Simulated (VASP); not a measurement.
Input of a VASP 6.6.1 run:

INCAR

```
PREC = Accurate
ENCUT = 650
EDIFF = 1E-8
ISMEAR = -1
SIGMA = 0.03
LREAL = False
LASPH = True
NELM = 120
ALGO = Normal
ISIF = 2
LWAVE = False
LCHARG = False
GGA = PS
LEFG = True
NBANDS = 13
GGA_COMPAT = False
```

KPOINTS

```
Automatic mesh
0
Gamma
  9 9 9
```

The input POSCAR:

```
Li2O
1.0
    0.0000000000      2.2939995330      2.2939995330
    2.2939995330      0.0000000000      2.2939995330
    2.2939995330      2.2939995330      0.0000000000
Li O
2 1
Direct
    0.2500000000      0.2500000000      0.2500000000
    0.7500000000      0.7500000000      0.7500000000
    0.0000000000      0.0000000000      0.0000000000
```

Potentials or basis: VASP PAW PBE potentials, release 64 (Li_sv, O).

Launch:

```sh
$ cat potpaw_PBE.64/Li_sv/POTCAR potpaw_PBE.64/O/POTCAR > POTCAR
$ mpirun -np 1 vasp_std > vasp.out
```

(1) What does it give for the band gap on the k mesh?

(2) Predict the pressure.

## Answers

(1) 4.96 eV (least direct gap 5.31 eV).

(2) -0.6 GPa.

Caveat: the PAW data sets were made with another functional, which shifts forces and pressure a little; an odd mesh through Γ misses points on the zone boundary, where band edges can lie.
